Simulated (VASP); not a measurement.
# Sb (Im-3m) in VASP: single point with PBEsol

Aim: the single point of Sb with PBEsol.

Everything below comes from runs of VASP 6.6.1. Logs are shortened: lines on timing, memory, paths and dates and some standing lists are left out, and cuts for length are marked.

## (1) The cell of the first run

It takes space group Im-3m (No. 229, cubic). The conventional cell has a = 3.730 Å, b = 3.730 Å, c = 3.730 Å, α = 90.00°, β = 90.00°, γ = 90.00°. Within 4.2 Å of Sb (site symmetry m-3m) lie 14 Sb at 3.23 to 3.73 Å.

## (2) Single point, PBEsol

File INCAR:

```
PREC = Accurate
ENCUT = 520
EDIFF = 1E-6
ISMEAR = -1
SIGMA = 0.13605693000000002
LREAL = False
LASPH = True
NELM = 60
ALGO = Normal
ISIF = 2
LWAVE = False
LCHARG = False
GGA = PS
NBANDS = 8
```

File KPOINTS:

```
regular mesh
0
Gamma
  12 12 12
```

File POSCAR:

```
Sb
1.0
   -1.8649626598      1.8649626598      1.8649626598
    1.8649626598     -1.8649626598      1.8649626598
    1.8649626598      1.8649626598     -1.8649626598
Sb
1
Direct
    0.0000000000      0.0000000000      0.0000000000
```

Potentials or basis: VASP PAW PBE potentials, release 64 (Sb).

Started as:

```console
$ cat potpaw_PBE.64/Sb/POTCAR > POTCAR
$ mpirun -np 1 vasp_std > vasp.out
```

OUTCAR:

```text
PREC = Accurate
   ENCUT = 520
   EDIFF = 1E-6
   ISMEAR = -1
   LREAL = False
   LASPH = True
   NELM = 60
   ISIF = 2
   GGA = PS

 ion  position               nearest neighbor table
   1  0.000  0.000  0.000-

  LATTYP: Found a body centered cubic cell.
 ALAT       =     3.7299253196

  Lattice vectors:

 A1 = (  -1.8649626598,   1.8649626598,   1.8649626598)
 A2 = (   1.8649626598,  -1.8649626598,   1.8649626598)
 A3 = (   1.8649626598,   1.8649626598,  -1.8649626598)

Analysis of symmetry for initial positions (statically):
=====================================================================
 Subroutine PRICEL returns:
 Original cell was already a primitive cell.

 Routine SETGRP: Setting up the symmetry group for a
 body centered cubic supercell.

 Subroutine GETGRP returns: Found 48 space group operations
 (whereof 48 operations were pure point group operations)
 out of a pool of 48 trial point group operations.

The static configuration has the point symmetry O_h .

Analysis of symmetry for dynamics (positions and initial velocities):
=====================================================================
 Subroutine PRICEL returns:
 Original cell was already a primitive cell.

 Routine SETGRP: Setting up the symmetry group for a
 body centered cubic supercell.

 Subroutine GETGRP returns: Found 48 space group operations
 (whereof 48 operations were pure point group operations)
 out of a pool of 48 trial point group operations.

The dynamic configuration has the point symmetry O_h .

 Subroutine INISYM returns: Found 48 space group operations
 (whereof 48 operations are pure point group operations),
 and found     1 'primitive' translations

----------------------------------------------------------------------------------------

                                     Primitive cell

  volume of cell :      25.9460

  direct lattice vectors                    reciprocal lattice vectors
    -1.864962660  1.864962660  1.864962660     0.000000000  0.268101883  0.268101883
     1.864962660 -1.864962660  1.864962660     0.268101883  0.000000000  0.268101883
     1.864962660  1.864962660 -1.864962660     0.268101883  0.268101883  0.000000000

  length of vectors
     3.230210081  3.230210081  3.230210081     0.379153318  0.379153318  0.379153318

  position of ions in fractional coordinates (direct lattice)
     0.000000000  0.000000000  0.000000000

  ion indices of the primitive-cell ions
   primitive index   ion index
                 1           1

----------------------------------------------------------------------------------------

 KPOINTS: regular mesh

Automatic generation of k-mesh.
 Grid dimensions read from file:
 generate k-points for:   12   12   12

 Generating k-lattice:

  Cartesian coordinates                     Fractional coordinates (reciprocal lattice)
     0.000000000  0.022341824  0.022341824     0.083333333  0.000000000  0.000000000
     0.022341824  0.000000000  0.022341824     0.000000000  0.083333333  0.000000000
     0.022341824  0.022341824  0.000000000     0.000000000  0.000000000  0.083333333

  Length of vectors
     0.031596110  0.031596110  0.031596110

  Shift w.r.t. Gamma in fractional coordinates (k-lattice)
     0.000000000  0.000000000  0.000000000

 Subroutine IBZKPT returns following result:
 ===========================================

 Found     72 irreducible k-points:

 Following reciprocal coordinates:
            Coordinates               Weight
  0.000000  0.000000  0.000000      1.000000
  0.083333  0.000000  0.000000     12.000000
  0.166667  0.000000  0.000000     12.000000
  0.250000  0.000000  0.000000     12.000000
  0.333333  0.000000  0.000000     12.000000
  0.416667  0.000000  0.000000     12.000000
[... 16 lines left out ...]
  0.333333  0.083333  0.083333     24.000000
  0.416667  0.083333  0.083333     12.000000
 [... further k-points ...]
   k-points           NKPTS =     72   k-points in BZ     NKDIM =     72   number of bands    NBANDS=      8
   number of dos      NEDOS =    301   number of ions     NIONS =      1
   total plane-waves  NPLWV =  13824
   dimension x,y,z NGX =    24 NGY =   24 NGZ =   24
   dimension x,y,z NGXF=    48 NGYF=   48 NGZF=   48
   ions per type =               1
   NGX,Y,Z   is equivalent  to a cutoff of  12.35, 12.35, 12.35 a.u.
   NGXF,Y,Z  is equivalent  to a cutoff of  24.70, 24.70, 24.70 a.u.
 SYSTEM =  unknown system
   PREC   = accura    normal or accurate (medium, high low for compatibility)
   ISTART =      0    job   : 0-new  1-cont  2-samecut
   ICHARG =      2    charge: 1-file 2-atom 10-const
   ISPIN  =      1    spin polarized calculation?
   LNONCOLLINEAR =      F non collinear calculations
   LSORBIT =      F    spin-orbit coupling
   LASPH  =      T    aspherical Exc in radial PAW
   ENCUT  =  520.0 eV  38.22 Ry    6.18 a.u.   6.01  6.01  6.01*2*pi/ulx,y,z
   NELM   =     60;   NELMIN=  2; NELMDL= -5     # of ELM steps
   EDIFF  = 0.1E-05   stopping-criterion for ELM
   LREAL  =      F    real-space projection
   EDIFFG = 0.1E-04   stopping-criterion for IOM
   NSW    =      0    number of steps for IOM
   IBRION =     -1    ionic relax: 0-MD 1-quasi-New 2-CG
   NFREE  =      0    steps in history (QN), initial steepest desc. (CG)
   ISIF   =      2    stress and relaxation
   ISYM   =      2    0-nonsym 1-usesym 2-fastsym
   POTIM  = 0.5000    time-step for ionic-motion
   TEBEG  =    0.0;   TEEND  =   0.0 temperature during run
   PSTRESS=    0.0 pullay stress
   NELECT =       5.0000    total number of electrons
   NUPDOWN=      -1.0000    fix difference up-down
   EMIN   =  10.00;   EMAX   =-10.00  energy-range for DOS
   EFERMI =   0.00;   METHOD = LEGACY
   ISMEAR =    -1;   SIGMA  =   0.14  broadening in eV -4-tet -1-fermi 0-gaus
   EFERMI_NEDOS =   21; number of points for ismear=-14 and -15
   IALGO  =     38    algorithm
   IMIX   =      4    mixing-type and parameters
     AMIX     =   0.40;   BMIX     =  1.00
     AMIX_MAG =   1.60;   BMIX_MAG =  1.00
  volume/ion in A,a.u.               =      25.95       175.09
  Fermi-wavevector in a.u.,A,eV,Ry     =   0.945601  1.786927 12.165808  0.894162
  Thomas-Fermi vector in A             =   2.073518
   LORBIT       =      0    0 simple, 1 ext, 2 COOP (PROOUT), +10 PAW based schemes
   GGA     = PS    functional components
   LHFCALC =     F    Hartree Fock is set to
   AEXX    =    0.0000 exact exchange contribution
   IVDW    =     0    specifies the selected vdW correction
   LEPSILON=     F    determine dielectric tensor
   LRPA    =     F    only Hartree local field effects (RPA)
 non-spin polarized calculation
  energy-cutoff  :      520.00
  volume of cell :       25.95
 maximum number of plane-waves:       715
   NGX = 13   NGY = 13   NGZ = 13

 number of electron       4.9999999 magnetization

 Free energy of the ion-electron system (eV)
  ---------------------------------------------------
  ext. energy  EPLUGINS =         0.00000000
  ---------------------------------------------------
  free energy    TOTEN  =        -4.41376579 eV

  energy without entropy =       -4.38163050  energy(sigma->0) =       -4.39769815

 E-fermi :   8.8036     XC(G=0): -10.4919

 val. band max:        8.7940032432   @ k =  -0.4167   0.5000   0.0833
 cond. band min:       8.8043663189   @ k =  -0.2500   0.2500   0.1667
 fundamental gap:      0.0103630757
 Fermi energy:         8.8036251421

 k-point     1 :       0.0000    0.0000    0.0000
  band No.  band energies     occupation
      1      -4.3580      2.00000
      2      14.5730      0.00000
      3      14.5730      0.00000
      4      14.5730      0.00000
      5      19.5375      0.00000
      6      19.5375      0.00000
      7      19.5375      0.00000
      8      20.6277      0.00000

 k-point     2 :       0.0833    0.0000    0.0000
  band No.  band energies     occupation
      1      -4.2072      2.00000
      2      13.4142      0.00000
      3      14.0720      0.00000
      4      14.4348      0.00000
      5      18.6085      0.00000
      6      18.6625      0.00000
      7      20.0875      0.00000
      8      20.1966      0.00000

 k-point     3 :       0.1667    0.0000    0.0000
  band No.  band energies     occupation
      1      -3.7567      2.00000
      2      11.0348      0.00000
      3      13.0572      0.00000
      4      14.0524      0.00000
      5      17.3884      0.00000
      6      17.6385      0.00000
      7      19.8733      0.00000
      8      20.8060      0.00000

 k-point     4 :       0.2500    0.0000    0.0000
  band No.  band energies     occupation
      1      -3.0139      2.00000
      2       8.4599      1.85196
      3      12.0465      0.00000
      4      13.5465      0.00000
      5      16.4678      0.00000
      6      16.8271      0.00000
      7      20.2115      0.00000
      8      21.3564      0.00000

 k-point     5 :       0.3333    0.0000    0.0000
  band No.  band energies     occupation
      1      -2.0042      2.00000
      2       6.0414      2.00000
      3      11.2455      0.00000
      4      13.0761      0.00000
      5      15.8317      0.00000
      6      16.2470      0.00000
      7      20.9796      0.00000
      8      22.1085      0.00000

 k-point     6 :       0.4167    0.0000    0.0000
  band No.  band energies     occupation
      1      -0.8317      2.00000
      2       3.9950      2.00000
      3      10.7393      0.00000
      4      12.7554      0.00000
      5      15.4588      0.00000
      6      15.8994      0.00000
      7      22.0141      0.00000
      8      23.0771      0.00000

 k-point     7 :       0.5000    0.0000    0.0000
  band No.  band energies     occupation
      1      -0.0918      2.00000
      2       2.9597      2.00000
      3      10.5667      0.00000
      4      12.6428      0.00000
      5      15.3361      0.00000
      6      15.7838      0.00000
      7      22.7903      0.00000
      8      24.2235      0.00000

 k-point     8 :       0.0833    0.0833    0.0000
  band No.  band energies     occupation
      1      -3.9065      2.00000
      2      11.8750      0.00000
      3      13.2232      0.00000
      4      13.9118      0.00000
      5      17.9976      0.00000
      6      18.1543      0.00000
      7      19.7328      0.00000
      8      20.5548      0.00000

 k-point     9 :       0.1667    0.0833    0.0000
  band No.  band energies     occupation
      1      -3.3094      2.00000
      2       9.6562      0.00379
      3      11.9184      0.00000
      4      13.3182      0.00000
      5      17.2148      0.00000
      6      17.8446      0.00000
      7      19.6093      0.00000
      8      21.7136      0.00000

 k-point    10 :       0.2500    0.0833    0.0000
  band No.  band energies     occupation
      1      -2.4304      2.00000
      2       7.2549      1.99998
      3      10.8955      0.00000
      4      12.7445      0.00000
      5      16.5209      0.00000
      6      17.5333      0.00000
      7      19.8693      0.00000
      8      22.6871      0.00000
[... 78 lines left out ...]
 k-point    18 :       0.3333    0.2500    0.0000
  band No.  band energies     occupation
      1       0.4092      2.00000
      2       4.2365      2.00000
      3       6.3228      2.00000
      4      11.3387      0.00000
      5      17.5078      0.00000
      6      19.4035      0.00000
      7      21.1228      0.00000
      8      22.7060      0.00000

 k-point    19 :       0.3333    0.3333    0.0000
  band No.  band energies     occupation
      1       0.8013      2.00000
      2       4.8715      2.00000
      3       4.8715      2.00000
      4      11.2234      0.00000
      5      18.0402      0.00000
      6      19.8735      0.00000
      7      19.8735      0.00000
      8      24.8566      0.00000

 k-point    20 :       0.0833    0.0833    0.0833
  band No.  band energies     occupation
      1      -3.4584      2.00000
      2      10.2014      0.00007
      3      12.5005      0.00000
      4      12.5005      0.00000
      5      18.3202      0.00000
      6      18.3202      0.00000
      7      21.0358      0.00000
      8      21.0364      0.00000

 k-point    21 :       0.1667    0.0833    0.0833
  band No.  band energies     occupation
      1      -2.7216      2.00000
      2       8.2668      1.96206
      3      10.8486      0.00000
      4      11.7536      0.00000
      5      18.3513      0.00000
      6      18.4482      0.00000
      7      20.9968      0.00000
      8      21.5524      0.00000

 k-point    22 :       0.2500    0.0833    0.0833
  band No.  band energies     occupation
      1      -1.7253      2.00000
      2       6.1595      2.00000
      3       9.7461      0.00196
      4      11.1557      0.00000
      5      17.9557      0.00000
      6      18.3443      0.00000
      7      21.4690      0.00000
      8      22.3123      0.00000

 k-point    23 :       0.3333    0.0833    0.0833
  band No.  band energies     occupation
      1      -0.5828      2.00000
      2       4.2572      2.00000
      3       9.1326      0.16369
      4      10.7778      0.00000
      5      17.6461      0.00000
      6      18.1698      0.00000
      7      22.4158      0.00000
      8      23.2798      0.00000

 k-point    24 :       0.4167    0.0833    0.0833
  band No.  band energies     occupation
      1       0.1182      2.00000
      2       3.2908      2.00000
      3       8.9339      0.55489
      4      10.6491      0.00000
      5      17.5365      0.00000
      6      18.0961      0.00000
      7      23.2247      0.00000
      8      24.3281      0.00000

 [... further k-points ...]

------------------------ aborting loop because EDIFF is reached ----------------------------------------

  FORCE on cell =-STRESS in cart. coord.  units (eV):
  Direction    XX          YY          ZZ          XY          YZ          ZX
  --------------------------------------------------------------------------------------
  -------------------------------------------------------------------------------------
  Total        0.0156145      0.0156145      0.0156145      0.0000000      0.0000000     -0.0000000
  in kB        0.9642040      0.9642040      0.9642040      0.0000000      0.0000000     -0.0000000
  external PRESSURE =       0.9642040 kB  Pullay stress =       0.0000000 kB

 VOLUME and BASIS-vectors are now :
 -----------------------------------------------------------------------------
  energy-cutoff  :      520.00
  volume of cell :       25.95
      direct lattice vectors                 reciprocal lattice vectors
    -1.864962660  1.864962660  1.864962660     0.000000000  0.268101883  0.268101883
     1.864962660 -1.864962660  1.864962660     0.268101883  0.000000000  0.268101883
     1.864962660  1.864962660 -1.864962660     0.268101883  0.268101883  0.000000000

 POSITION                                       TOTAL-FORCE (eV/Angst)
 -----------------------------------------------------------------------------------
      0.00000      0.00000      0.00000        -0.000000      0.000000      0.000000
 -----------------------------------------------------------------------------------
    total drift:                                0.000000     -0.000000      0.000000

  FREE ENERGIE OF THE ION-ELECTRON SYSTEM (eV)
  ---------------------------------------------------
  free  energy   TOTEN  =        -4.4137657874 eV

  energy  without entropy=       -4.3816305032  energy(sigma->0) =       -4.39769815
```

Run time: 4.5 s. Hardware: 1 thread of Intel Xeon Platinum 8488C (Sapphire Rapids), shared host; peak memory 0.14 GiB.

What came out:

| Property | Result |
| --- | --- |
| Free energy | -4.4138 eV |
| Pressure | 0.1 GPa |

Caveat: the PAW data sets were made with another functional, which shifts forces and pressure a little; spin-orbit coupling is left out, which moves the levels of the heavy elements.
